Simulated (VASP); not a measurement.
Input of a VASP 6.6.1 run:

File INCAR:

```
PREC = Accurate
ENCUT = 520
EDIFF = 1E-6
ISMEAR = -1
SIGMA = 0.1
LREAL = F
LASPH = T
NELM = 80
ALGO = Normal
ISIF = 2
LWAVE = F
LCHARG = F
GGA = PS
NBANDS = 18
```

File KPOINTS:

```
regular mesh
0
Gamma
  9 9 9
```

The input POSCAR:

```
La
1.0
    0.0000000000      3.2395303383      3.2395303383
    3.2395303383      0.0000000000      3.2395303383
    3.2395303383      3.2395303383      0.0000000000
La
2
Direct
    0.1250000000      0.1250000000      0.1250000000
    0.8750000000      0.8750000000      0.8750000000
```

Potentials or basis: VASP PAW PBE potentials, release 64 (La).

Launch:

```sh
$ cat potpaw_PBE.64/La/POTCAR > POTCAR
$ mpirun -np 1 vasp_std > vasp.out
```

Task: Predict the pressure.

Result: 2.5 GPa.

Task: Predict the band gap on the k mesh.

Result: Zero (band 11 reaches 8.16 eV, above the bottom of band 12 at 8.05 eV).

Caveat: the PAW data sets were made with another functional, which shifts forces and pressure a little; spin-orbit coupling is left out, which moves the levels of the heavy elements.
